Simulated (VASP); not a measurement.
# Pb (Fm-3m) in VASP: further runs

Runs on Pb. Level: LDA. Tasks: single point.

Everything below comes from runs of VASP 6.6.1. Logs are shortened: lines on timing, memory, paths and dates and some standing lists are left out, and cuts for length are marked.

**1. The cell of the first run**

It takes space group Fm-3m (No. 225, cubic). The conventional cell has a = 5.063 Å, b = 5.063 Å, c = 5.063 Å, α = 90.00°, β = 90.00°, γ = 90.00°. Within 4.7 Å of Pb (site symmetry m-3m) lie 12 Pb at 3.58 Å.

**2. Single point, LDA (volume scaled by 1.12)**

Input file INCAR:

```
SYSTEM = Pb
  PREC = Accurate
  ENCUT = 520
  EDIFF = 1E-6
  ISMEAR = -1
  SIGMA = 0.1
  LREAL = .False.
  LASPH = .True.
  NELM = 80
  ALGO = Normal
  ISIF = 2
  LWAVE = .False.
  LCHARG = .False.
  GGA = CA
  NBANDS = 13
```

Input file KPOINTS:

```
Automatic mesh
0
Gamma
  18 18 18
  0 0 0
```

Input file POSCAR:

```
Pb
1.0
    0.0000000000      2.5313919817      2.5313919817
    2.5313919817      0.0000000000      2.5313919817
    2.5313919817      2.5313919817      0.0000000000
Pb
1
Direct
    0.0000000000      0.0000000000      0.0000000000
```

Potentials or basis: VASP PAW LDA potentials, release 64 (Pb_d).

Run with:

```
$ cat potpaw_LDA.64/Pb_d/POTCAR > POTCAR
$ mpirun -np 1 vasp_std > vasp.out
```

OUTCAR:

```text
SYSTEM = Pb
   PREC = Accurate
   ENCUT = 520
   EDIFF = 1E-6
   ISMEAR = -1
   LREAL = .False.
   LASPH = .True.
   NELM = 80
   ISIF = 2
   GGA = CA

 ion  position               nearest neighbor table
   1  0.000  0.000  0.000-

  LATTYP: Found a face centered cubic cell.
 ALAT       =     5.0627839634

  Lattice vectors:

 A1 = (   0.0000000000,   2.5313919817,   2.5313919817)
 A2 = (   2.5313919817,   0.0000000000,   2.5313919817)
 A3 = (   2.5313919817,   2.5313919817,   0.0000000000)

Analysis of symmetry for initial positions (statically):
=====================================================================
 Subroutine PRICEL returns:
 Original cell was already a primitive cell.

 Routine SETGRP: Setting up the symmetry group for a
 face centered cubic supercell.

 Subroutine GETGRP returns: Found 48 space group operations
 (whereof 48 operations were pure point group operations)
 out of a pool of 48 trial point group operations.

The static configuration has the point symmetry O_h .

Analysis of symmetry for dynamics (positions and initial velocities):
=====================================================================
 Subroutine PRICEL returns:
 Original cell was already a primitive cell.

 Routine SETGRP: Setting up the symmetry group for a
 face centered cubic supercell.

 Subroutine GETGRP returns: Found 48 space group operations
 (whereof 48 operations were pure point group operations)
 out of a pool of 48 trial point group operations.

The dynamic configuration has the point symmetry O_h .

 Subroutine INISYM returns: Found 48 space group operations
 (whereof 48 operations are pure point group operations),
 and found     1 'primitive' translations

----------------------------------------------------------------------------------------

                                     Primitive cell

  volume of cell :      32.4420

  direct lattice vectors                    reciprocal lattice vectors
     0.000000000  2.531391982  2.531391982    -0.197519785  0.197519785  0.197519785
     2.531391982  0.000000000  2.531391982     0.197519785 -0.197519785  0.197519785
     2.531391982  2.531391982  0.000000000     0.197519785  0.197519785 -0.197519785

  length of vectors
     3.579928872  3.579928872  3.579928872     0.342114303  0.342114303  0.342114303

  position of ions in fractional coordinates (direct lattice)
     0.000000000  0.000000000  0.000000000

  ion indices of the primitive-cell ions
   primitive index   ion index
                 1           1

----------------------------------------------------------------------------------------

 KPOINTS: Automatic mesh

Automatic generation of k-mesh.
 Grid dimensions read from file:
 generate k-points for:   18   18   18

 Generating k-lattice:

  Cartesian coordinates                     Fractional coordinates (reciprocal lattice)
    -0.010973321  0.010973321  0.010973321     0.055555556  0.000000000  0.000000000
     0.010973321 -0.010973321  0.010973321     0.000000000  0.055555556  0.000000000
     0.010973321  0.010973321 -0.010973321     0.000000000  0.000000000  0.055555556

  Length of vectors
     0.019006350  0.019006350  0.019006350

  Shift w.r.t. Gamma in fractional coordinates (k-lattice)
     0.000000000  0.000000000  0.000000000

 Subroutine IBZKPT returns following result:
 ===========================================

 Found    195 irreducible k-points:

 Following reciprocal coordinates:
            Coordinates               Weight
  0.000000  0.000000  0.000000      1.000000
  0.055556  0.000000  0.000000      8.000000
  0.111111  0.000000  0.000000      8.000000
  0.166667  0.000000  0.000000      8.000000
  0.222222  0.000000  0.000000      8.000000
  0.277778  0.000000  0.000000      8.000000
[... 16 lines left out ...]
 -0.277778  0.055556  0.000000     24.000000
 -0.222222  0.055556  0.000000     24.000000
 [... further k-points ...]
   k-points           NKPTS =    195   k-points in BZ     NKDIM =    195   number of bands    NBANDS=     13
   number of dos      NEDOS =    301   number of ions     NIONS =      1
   total plane-waves  NPLWV =  21952
   dimension x,y,z NGX =    28 NGY =   28 NGZ =   28
   dimension x,y,z NGXF=    56 NGYF=   56 NGZF=   56
   ions per type =               1
   NGX,Y,Z   is equivalent  to a cutoff of  13.00, 13.00, 13.00 a.u.
   NGXF,Y,Z  is equivalent  to a cutoff of  26.01, 26.01, 26.01 a.u.
 SYSTEM =  Pb
   PREC   = accura    normal or accurate (medium, high low for compatibility)
   ISTART =      0    job   : 0-new  1-cont  2-samecut
   ICHARG =      2    charge: 1-file 2-atom 10-const
   ISPIN  =      1    spin polarized calculation?
   LNONCOLLINEAR =      F non collinear calculations
   LSORBIT =      F    spin-orbit coupling
   LASPH  =      T    aspherical Exc in radial PAW
   ENCUT  =  520.0 eV  38.22 Ry    6.18 a.u.   6.66  6.66  6.66*2*pi/ulx,y,z
   NELM   =     80;   NELMIN=  2; NELMDL= -5     # of ELM steps
   EDIFF  = 0.1E-05   stopping-criterion for ELM
   LREAL  =      F    real-space projection
   EDIFFG = 0.1E-04   stopping-criterion for IOM
   NSW    =      0    number of steps for IOM
   IBRION =     -1    ionic relax: 0-MD 1-quasi-New 2-CG
   NFREE  =      0    steps in history (QN), initial steepest desc. (CG)
   ISIF   =      2    stress and relaxation
   ISYM   =      2    0-nonsym 1-usesym 2-fastsym
   POTIM  = 0.5000    time-step for ionic-motion
   TEBEG  =    0.0;   TEEND  =   0.0 temperature during run
   PSTRESS=    0.0 pullay stress
   NELECT =      14.0000    total number of electrons
   NUPDOWN=      -1.0000    fix difference up-down
   EMIN   =  10.00;   EMAX   =-10.00  energy-range for DOS
   EFERMI =   0.00;   METHOD = LEGACY
   ISMEAR =    -1;   SIGMA  =   0.10  broadening in eV -4-tet -1-fermi 0-gaus
   EFERMI_NEDOS =   21; number of points for ismear=-14 and -15
   IALGO  =     38    algorithm
   IMIX   =      4    mixing-type and parameters
     AMIX     =   0.40;   BMIX     =  1.00
     AMIX_MAG =   1.60;   BMIX_MAG =  1.00
  volume/ion in A,a.u.               =      32.44       218.93
  Fermi-wavevector in a.u.,A,eV,Ry     =   1.237128  2.337834 20.823535  1.530487
  Thomas-Fermi vector in A             =   2.371708
   LORBIT       =      0    0 simple, 1 ext, 2 COOP (PROOUT), +10 PAW based schemes
   GGA     = CA    functional components
   LHFCALC =     F    Hartree Fock is set to
   AEXX    =    0.0000 exact exchange contribution
   IVDW    =     0    specifies the selected vdW correction
   LEPSILON=     F    determine dielectric tensor
   LRPA    =     F    only Hartree local field effects (RPA)
 non-spin polarized calculation
  energy-cutoff  :      520.00
  volume of cell :       32.44
 maximum number of plane-waves:       895
   NGX = 13   NGY = 13   NGZ = 13

 number of electron      14.0000003 magnetization

 Free energy of the ion-electron system (eV)
  ---------------------------------------------------
  ext. energy  EPLUGINS =         0.00000000
  ---------------------------------------------------
  free energy    TOTEN  =        -4.21228039 eV

  energy without entropy =       -4.19241572  energy(sigma->0) =       -4.20234806

 E-fermi :   6.2965     XC(G=0): -10.1361

 val. band max:        6.2938378849   @ k =  -0.4444   0.3889   0.0000
 cond. band min:       6.3118667760   @ k =  -0.3889   0.3333   0.1667
 fundamental gap:      0.0180288912
 Fermi energy:         6.2965463966

 k-point     1 :       0.0000    0.0000    0.0000
  band No.  band energies     occupation
      1     -10.6948      2.00000
      2     -10.6948      2.00000
      3     -10.6948      2.00000
      4     -10.5792      2.00000
      5     -10.5792      2.00000
      6      -5.0552      2.00000
      7      13.0945      0.00000
      8      13.0945      0.00000
      9      13.0945      0.00000
     10      16.0515      0.00000
     11      16.8843      0.00000
     12      18.2985      0.00000
     13      18.2985      0.00000

 k-point     2 :       0.0556    0.0000    0.0000
  band No.  band energies     occupation
      1     -10.6947      2.00000
      2     -10.6909      2.00000
      3     -10.6909      2.00000
      4     -10.5795      2.00000
      5     -10.5795      2.00000
      6      -5.0000      2.00000
      7      12.3823      0.00000
      8      13.0254      0.00000
      9      13.0254      0.00000
     10      15.8478      0.00000
     11      17.2701      0.00000
     12      18.4218      0.00000
     13      18.4218      0.00000

 k-point     3 :       0.1111    0.0000    0.0000
  band No.  band energies     occupation
      1     -10.6946      2.00000
      2     -10.6811      2.00000
      3     -10.6811      2.00000
      4     -10.5791      2.00000
      5     -10.5791      2.00000
      6      -4.8345      2.00000
      7      10.9159      0.00000
      8      12.8383      0.00000
      9      12.8383      0.00000
     10      15.5395      0.00000
     11      17.9657      0.00000
     12      18.7497      0.00000
     13      18.7497      0.00000

 k-point     4 :       0.1667    0.0000    0.0000
  band No.  band energies     occupation
      1     -10.6951      2.00000
      2     -10.6702      2.00000
      3     -10.6702      2.00000
      4     -10.5742      2.00000
      5     -10.5742      2.00000
      6      -4.5597      2.00000
      7       9.2892      0.00000
      8      12.5780      0.00000
      9      12.5780      0.00000
     10      15.2794      0.00000
     11      18.6141      0.00000
     12      18.8494      0.00000
     13      18.9196      0.00000

 k-point     5 :       0.2222    0.0000    0.0000
  band No.  band energies     occupation
      1     -10.6968      2.00000
      2     -10.6648      2.00000
      3     -10.6648      2.00000
      4     -10.5599      2.00000
      5     -10.5599      2.00000
      6      -4.1786      2.00000
      7       7.6841      0.00000
      8      12.2903      0.00000
      9      12.2903      0.00000
     10      15.0938      0.00000
     11      17.8788      0.00000
     12      18.4740      0.00000
     13      18.4740      0.00000
[... 257 lines left out ...]
 k-point    22 :      -0.3333    0.0556    0.0000
  band No.  band energies     occupation
      1     -10.7016      2.00000
      2     -10.6738      2.00000
      3     -10.6701      2.00000
      4     -10.5153      2.00000
      5     -10.4949      2.00000
      6      -2.9020      2.00000
      7       4.4149      2.00000
      8      10.8654      0.00000
      9      11.9214      0.00000
     10      15.3068      0.00000
     11      16.0525      0.00000
     12      17.3754      0.00000
     13      18.5295      0.00000

 k-point    23 :      -0.2778    0.0556    0.0000
  band No.  band energies     occupation
      1     -10.6993      2.00000
      2     -10.6668      2.00000
      3     -10.6639      2.00000
      4     -10.5433      2.00000
      5     -10.5167      2.00000
      6      -3.4747      2.00000
      7       5.7272      1.99328
      8      11.0173      0.00000
      9      12.2557      0.00000
     10      15.3481      0.00000
     11      16.5285      0.00000
     12      17.6047      0.00000
     13      18.9902      0.00000

 k-point    24 :      -0.2222    0.0556    0.0000
  band No.  band energies     occupation
      1     -10.6977      2.00000
      2     -10.6621      2.00000
      3     -10.6604      2.00000
      4     -10.5685      2.00000
      5     -10.5397      2.00000
      6      -3.9814      2.00000
      7       7.1884      0.00027
      8      11.2489      0.00000
      9      12.5949      0.00000
     10      15.4311      0.00000
     11      17.1253      0.00000
     12      17.9500      0.00000
     13      19.4099      0.00000

 [... further k-points ...]

------------------------ aborting loop because EDIFF is reached ----------------------------------------

  FORCE on cell =-STRESS in cart. coord.  units (eV):
  Direction    XX          YY          ZZ          XY          YZ          ZX
  --------------------------------------------------------------------------------------
  -------------------------------------------------------------------------------------
  Total       -0.8639015     -0.8639015     -0.8639015     -0.0000000     -0.0000000     -0.0000000
  in kB      -42.6644960    -42.6644960    -42.6644960     -0.0000000     -0.0000000     -0.0000000
  external PRESSURE =     -42.6644960 kB  Pullay stress =       0.0000000 kB

 VOLUME and BASIS-vectors are now :
 -----------------------------------------------------------------------------
  energy-cutoff  :      520.00
  volume of cell :       32.44
      direct lattice vectors                 reciprocal lattice vectors
     0.000000000  2.531391982  2.531391982    -0.197519785  0.197519785  0.197519785
     2.531391982  0.000000000  2.531391982     0.197519785 -0.197519785  0.197519785
     2.531391982  2.531391982  0.000000000     0.197519785  0.197519785 -0.197519785

 POSITION                                       TOTAL-FORCE (eV/Angst)
 -----------------------------------------------------------------------------------
      0.00000      0.00000      0.00000         0.000000      0.000000      0.000000
 -----------------------------------------------------------------------------------
    total drift:                               -0.000000     -0.000000     -0.000000

  FREE ENERGIE OF THE ION-ELECTRON SYSTEM (eV)
  ---------------------------------------------------
  free  energy   TOTEN  =        -4.2122803922 eV

  energy  without entropy=       -4.1924157232  energy(sigma->0) =       -4.20234806
```

It took 38 s on 1 thread of Intel Xeon 6975P-C (Granite Rapids), shared host; peak memory 0.2 GiB.

What came out:

- Free energy: -4.2123 eV
- Pressure: -4.3 GPa
- Band gap on the k mesh: zero (band 7 reaches 13.09 eV, above the bottom of band 8 at 4.86 eV)

Levels at points of the mesh, in eV from the Fermi level:
```csv
k point,band 4,band 5,band 6,band 7,band 8,band 9,band 10,band 11
"(0.00, 0.00, 0.00)",-16.88,-16.88,-11.35,6.80,6.80,6.80,9.75,10.59
"(0.50, 0.00, 0.00)",-16.76,-16.76,-8.12,-3.90,5.12,5.12,8.94,9.23
"(0.50, 0.50, 0.00)",-16.74,-16.74,-6.87,-3.04,1.91,1.91,5.25,6.49
```

Caveat: spin-orbit coupling is left out, which moves the levels of the heavy elements.

(Continued in part 2 of 2.)
